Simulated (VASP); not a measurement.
# Ge (Fd-3m) in VASP: relaxation of cell and atoms with r2SCAN

Aim: the relaxation of cell and atoms of Ge with r2SCAN.

Everything below comes from runs of VASP 6.6.1. Logs are shortened: lines on timing, memory, paths and dates and some standing lists are left out, and cuts for length are marked.

**1. The cell of the first run**

Symmetry: Fd-3m, No. 227, cubic system. Conventional cell: a = 5.657 Å, b = 5.657 Å, c = 5.657 Å, α = 90.00°, β = 90.00°, γ = 90.00°. Within 3.2 Å of Ge (site symmetry -43m) lie 4 Ge at 2.45 Å.

**2. Relaxation of cell and atoms, r2SCAN**

Input file POSCAR:

```
Ge
1.0
    0.0000000000      2.8285347457      2.8285347457
    2.8285347457      0.0000000000      2.8285347457
    2.8285347457      2.8285347457      0.0000000000
Ge
2
Direct
   -0.1250000000     -0.1250000000     -0.1250000000
    0.1250000000      0.1250000000      0.1250000000
```

Input file INCAR.step1:

```
  ALGO = Normal
  EDIFF = 1E-4
  ENCUT = 600
  GGA = PE
  ISMEAR = -1
  LASPH = T
  LCHARG = F
  LREAL = F
  LWAVE = T
  NELM = 60
  PREC = Accurate
  SIGMA = 0.08
```

Input file INCAR.step2:

```
  ALGO = Normal
  EDIFF = 1E-6
  EDIFFG = -0.005
  ENCUT = 600
  IBRION = 2
  ISIF = 3
  ISMEAR = -1
  ISTART = 1
  LASPH = T
  LCHARG = F
  LMIXTAU = T
  LREAL = F
  LWAVE = F
  METAGGA = R2SCAN
  NELM = 60
  NSW = 60
  PREC = Accurate
  SIGMA = 0.08
```

Input file KPOINTS:

```
k-points
0
Gamma
  12 12 12
```

Potentials or basis: VASP PAW PBE potentials, release 64 (Ge_d).

Started as:

```console
$ cat potpaw_PBE.64/Ge_d/POTCAR > POTCAR
$ cp INCAR.step1 INCAR
$ mpirun -np 1 vasp_std > vasp.out
$ cp INCAR.step2 INCAR
$ mpirun -np 1 vasp_std > vasp.out
```

OUTCAR:

```text
EDIFF = 1E-6
   EDIFFG = -0.005
   ENCUT = 600
   IBRION = 2
   ISIF = 3
   ISMEAR = -1
   ISTART = 1
   LASPH = T
   LREAL = F
   METAGGA = R2SCAN
   NELM = 60
   NSW = 60
   PREC = Accurate

 ion  position               nearest neighbor table
   1  0.875  0.875  0.875-   2 2.45   2 2.45   2 2.45   2 2.45
   2  0.125  0.125  0.125-   1 2.45   1 2.45   1 2.45   1 2.45

  LATTYP: Found a face centered cubic cell.
 ALAT       =     5.6570694914

  Lattice vectors:

 A1 = (   0.0000000000,   2.8285347457,   2.8285347457)
 A2 = (   2.8285347457,   0.0000000000,   2.8285347457)
 A3 = (   2.8285347457,   2.8285347457,   0.0000000000)

Analysis of symmetry for initial positions (statically):
=====================================================================
 Subroutine PRICEL returns:
 Original cell was already a primitive cell.

 Routine SETGRP: Setting up the symmetry group for a
 face centered cubic supercell.

 Subroutine GETGRP returns: Found 48 space group operations
 (whereof 12 operations were pure point group operations)
 out of a pool of 48 trial point group operations.

The static configuration has the point symmetry D_3d.
 The point group associated with its full space group is O_h .

Analysis of symmetry for dynamics (positions and initial velocities):
=====================================================================
 Subroutine PRICEL returns:
 Original cell was already a primitive cell.

 Routine SETGRP: Setting up the symmetry group for a
 face centered cubic supercell.

 Subroutine GETGRP returns: Found 48 space group operations
 (whereof 12 operations were pure point group operations)
 out of a pool of 48 trial point group operations.

The dynamic configuration has the point symmetry D_3d.
 The point group associated with its full space group is O_h .

 Subroutine INISYM returns: Found 48 space group operations
 (whereof 12 operations are pure point group operations),
 and found     1 'primitive' translations

----------------------------------------------------------------------------------------

                                     Primitive cell

  volume of cell :      45.2600

  direct lattice vectors                    reciprocal lattice vectors
     0.000000000  2.828534746  2.828534746    -0.176769969  0.176769969  0.176769969
     2.828534746  0.000000000  2.828534746     0.176769969 -0.176769969  0.176769969
     2.828534746  2.828534746  0.000000000     0.176769969  0.176769969 -0.176769969

  length of vectors
     4.000152199  4.000152199  4.000152199     0.306174568  0.306174568  0.306174568

  position of ions in fractional coordinates (direct lattice)
     0.875000000  0.875000000  0.875000000
     0.125000000  0.125000000  0.125000000

  ion indices of the primitive-cell ions
   primitive index   ion index
                 1           1
                 2           2

----------------------------------------------------------------------------------------

 KPOINTS: k-points

Automatic generation of k-mesh.
 Grid dimensions read from file:
 generate k-points for:   12   12   12

 Generating k-lattice:

  Cartesian coordinates                     Fractional coordinates (reciprocal lattice)
    -0.014730831  0.014730831  0.014730831     0.083333333  0.000000000  0.000000000
     0.014730831 -0.014730831  0.014730831     0.000000000  0.083333333  0.000000000
     0.014730831  0.014730831 -0.014730831     0.000000000  0.000000000  0.083333333

  Length of vectors
     0.025514547  0.025514547  0.025514547

  Shift w.r.t. Gamma in fractional coordinates (k-lattice)
     0.000000000  0.000000000  0.000000000

 Subroutine IBZKPT returns following result:
 ===========================================

 Found     72 irreducible k-points:

 Following reciprocal coordinates:
            Coordinates               Weight
  0.000000  0.000000  0.000000      1.000000
  0.083333  0.000000  0.000000      8.000000
  0.166667  0.000000  0.000000      8.000000
  0.250000  0.000000  0.000000      8.000000
  0.333333  0.000000  0.000000      8.000000
  0.416667  0.000000  0.000000      8.000000
[... 16 lines left out ...]
  0.500000  0.166667  0.000000     24.000000
 -0.416667  0.166667  0.000000     24.000000
 [... further k-points ...]
   k-points           NKPTS =     72   k-points in BZ     NKDIM =     72   number of bands    NBANDS=     18
   number of dos      NEDOS =    301   number of ions     NIONS =      2
   total plane-waves  NPLWV =  32768
   dimension x,y,z NGX =    32 NGY =   32 NGZ =   32
   dimension x,y,z NGXF=    64 NGYF=   64 NGZF=   64
   ions per type =               2
   NGX,Y,Z   is equivalent  to a cutoff of  13.30, 13.30, 13.30 a.u.
   NGXF,Y,Z  is equivalent  to a cutoff of  26.60, 26.60, 26.60 a.u.
 SYSTEM =  unknown system
   PREC   = accura    normal or accurate (medium, high low for compatibility)
   ISTART =      1    job   : 0-new  1-cont  2-samecut
   ICHARG =      0    charge: 1-file 2-atom 10-const
   ISPIN  =      1    spin polarized calculation?
   LNONCOLLINEAR =      F non collinear calculations
   LSORBIT =      F    spin-orbit coupling
   LASPH  =      T    aspherical Exc in radial PAW
   ENCUT  =  600.0 eV  44.10 Ry    6.64 a.u.   7.99  7.99  7.99*2*pi/ulx,y,z
   NELM   =     60;   NELMIN=  2; NELMDL=  0     # of ELM steps
   EDIFF  = 0.1E-05   stopping-criterion for ELM
   LREAL  =      F    real-space projection
   EDIFFG = -.5E-02   stopping-criterion for IOM
   NSW    =     60    number of steps for IOM
   IBRION =      2    ionic relax: 0-MD 1-quasi-New 2-CG
   NFREE  =      1    steps in history (QN), initial steepest desc. (CG)
   ISIF   =      3    stress and relaxation
   ISYM   =      2    0-nonsym 1-usesym 2-fastsym
   POTIM  = 0.5000    time-step for ionic-motion
   TEBEG  =    0.0;   TEEND  =   0.0 temperature during run
   PSTRESS=    0.0 pullay stress
   NELECT =      28.0000    total number of electrons
   NUPDOWN=      -1.0000    fix difference up-down
   EMIN   =  10.00;   EMAX   =-10.00  energy-range for DOS
   EFERMI =   0.00;   METHOD = LEGACY
   ISMEAR =    -1;   SIGMA  =   0.08  broadening in eV -4-tet -1-fermi 0-gaus
   EFERMI_NEDOS =   21; number of points for ismear=-14 and -15
   IALGO  =     38    algorithm
   IMIX   =      4    mixing-type and parameters
     AMIX     =   0.40;   BMIX     =  1.00
     AMIX_MAG =   1.60;   BMIX_MAG =  1.00
  volume/ion in A,a.u.               =      22.63       152.71
  Fermi-wavevector in a.u.,A,eV,Ry     =   1.394941  2.636057 26.475057  1.945862
  Thomas-Fermi vector in A             =   2.518442
   LORBIT       =      0    0 simple, 1 ext, 2 COOP (PROOUT), +10 PAW based schemes
   METAGGA = R2SCAN    functional components
   LHFCALC =     F    Hartree Fock is set to
   AEXX    =    0.0000 exact exchange contribution
   IVDW    =     0    specifies the selected vdW correction
   LEPSILON=     F    determine dielectric tensor
   LRPA    =     F    only Hartree local field effects (RPA)
 conjugate gradient relaxation of ions
 non-spin polarized calculation
  energy-cutoff  :      600.00
  volume of cell :       45.26
 maximum number of plane-waves:      1540
   NGX = 15   NGY = 15   NGZ = 15

--------------------------------------- Ionic step        1  -------------------------------------------

 number of electron      28.0000013 magnetization

 Free energy of the ion-electron system (eV)
  ---------------------------------------------------
  ext. energy  EPLUGINS =         0.00000000
  ---------------------------------------------------
  free energy    TOTEN  =       -27.74465389 eV

  energy without entropy =      -27.74424652  energy(sigma->0) =      -27.74445020

------------------------ aborting loop because EDIFF is reached ----------------------------------------

  FORCE on cell =-STRESS in cart. coord.  units (eV):
  Direction    XX          YY          ZZ          XY          YZ          ZX
  --------------------------------------------------------------------------------------
  -------------------------------------------------------------------------------------
  Total        0.2355983      0.2355983      0.2355983     -0.0000000     -0.0000000      0.0000000
  in kB        8.3400423      8.3400423      8.3400423     -0.0000000     -0.0000000      0.0000000
  external PRESSURE =       8.3400423 kB  Pullay stress =       0.0000000 kB
[... 57 lines left out ...]
  energy  without entropy=      -27.7449551606  energy(sigma->0) =      -27.74523725

--------------------------------------- Ionic step        3  -------------------------------------------

 number of electron      28.0000020 magnetization

 Free energy of the ion-electron system (eV)
  ---------------------------------------------------
  ext. energy  EPLUGINS =         0.00000000
  ---------------------------------------------------
  free energy    TOTEN  =       -27.74588158 eV

  energy without entropy =      -27.74538104  energy(sigma->0) =      -27.74563131

 E-fermi :   4.8792     XC(G=0): -10.7660

 val. band max:        4.6994013559   @ k =   0.0000   0.0000   0.0000
 cond. band min:       5.0044665236   @ k =   0.0000   0.0000   0.0000
 fundamental gap:      0.3050651677
 Fermi energy:         4.8791947209

 k-point     1 :       0.0000    0.0000    0.0000
  band No.  band energies     occupation
      1     -20.7799      2.00000
      2     -20.7799      2.00000
      3     -20.7799      2.00000
      4     -20.7413      2.00000
      5     -20.7413      2.00000
      6     -20.5294      2.00000
[... 10 lines left out ...]
     17       7.4091      0.00000
     18       7.4091      0.00000
[... 466 lines left out ...]
      2     -20.8107      2.00000
      3     -20.7395      2.00000
      4     -20.6858      2.00000
      5     -20.6780      2.00000
      6     -20.5861      2.00000
[... 10 lines left out ...]
     17       9.7004      0.00000
     18      12.7107      0.00000

 [... further k-points ...]

------------------------ aborting loop because EDIFF is reached ----------------------------------------

  FORCE on cell =-STRESS in cart. coord.  units (eV):
  Direction    XX          YY          ZZ          XY          YZ          ZX
  --------------------------------------------------------------------------------------
  -------------------------------------------------------------------------------------
  Total        0.0071380      0.0071380      0.0071380     -0.0000000      0.0000000      0.0000000
  in kB        0.2499879      0.2499879      0.2499879     -0.0000000      0.0000000      0.0000000
  external PRESSURE =       0.2499879 kB  Pullay stress =       0.0000000 kB
[... 17 lines left out ...]
  FREE ENERGIE OF THE ION-ELECTRON SYSTEM (eV)
  ---------------------------------------------------
  free  energy   TOTEN  =       -27.7458815836 eV

  energy  without entropy=      -27.7453810407  energy(sigma->0) =      -27.74563131

 reached required accuracy - stopping structural energy minimisation
```

It took 8.2 min on 1 thread of AMD EPYC 9R45 (Zen 5), shared host; peak memory 0.19 GiB.

Results:

| Quantity | Value |
| --- | --- |
| Free energy | -27.7459 eV |
| Relaxed volume | 22.87 Å³/atom |
| Relaxed cell | a = 4.014 Å, b = 4.014 Å, c = 4.014 Å, α = 60.00°, β = 60.00°, γ = 60.00° |
| Space group after relaxing (to 0.05 Å) | Fd-3m (No. 227) |
| Energy gained by relaxing | 0.6 meV/atom |
| Ionic steps | 3 |
| Pressure after relaxing | 0.0 GPa |
| Band gap on the k mesh | 0.31 eV, direct |

The path:
```csv
step,energy change (eV),largest force (eV/Å),pressure (GPa),volume (Å³)
1,0.0000,0.0000,0.83,45.26
2,-0.0009,0.0000,-0.33,46.04
3,-0.0012,0.0000,0.02,45.75
```

Final structure:
```yaml
crystal:
  lattice:
    - [0.00000, 2.83866, 2.83866]
    - [2.83866, 0.00000, 2.83866]
    - [2.83866, 2.83866, 0.00000]
  atoms:
    - { symbol: Ge, position: [0.87500, 0.87500, 0.87500] }
    - { symbol: Ge, position: [0.12500, 0.12500, 0.12500] }
```

Caveat: the PAW data sets were made with another functional, which shifts forces and pressure a little.
